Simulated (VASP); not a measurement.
A run of VASP 6.6.1:

File INCAR:

```
SYSTEM = HgPt
ALGO = Fast ; EDIFF = 1E-6
ENCUT = 520 ; GGA = PS
ISIF = 2 ; ISMEAR = 0
LASPH = .True. ; LCHARG = .False.
LREAL = .False. ; LWAVE = .False.
NBANDS = 18 ; NELM = 100
PREC = Accurate ; SIGMA = 0.15
```

Contents of KPOINTS:

```
k-points
0
Gamma
  16 16 12
  0 0 0
```

The input POSCAR:

```
HgPt
1.0
    2.9264350000      0.0000000000      0.0000000000
    0.0000000000      2.9264350000      0.0000000000
    0.0000000000      0.0000000000      3.7676250000
Hg Pt
1 1
Direct
    0.0000000000      0.0000000000      0.0000000000
    0.5000000000      0.5000000000      0.5000000000
```

Potentials or basis: VASP PAW PBE potentials, release 64 (Hg, Pt).

Launch:

```bash
$ cat potpaw_PBE.64/Hg/POTCAR potpaw_PBE.64/Pt/POTCAR > POTCAR
$ mpirun -np 1 vasp_std > vasp.out
```

Hardware: 1 thread of Intel(R) Xeon(R) Platinum 8259CL CPU @ 2.50GHz (Skylake/Cascade Lake), with other jobs on the host.

Q: Estimate the wall time of this run.

A: Wall time 81 s on 1 thread of Intel(R) Xeon(R) Platinum 8259CL CPU @ 2.50GHz (Skylake/Cascade Lake), on a shared host, peak memory 0.3 GiB. Counts: scf iterations 12, k points 315.
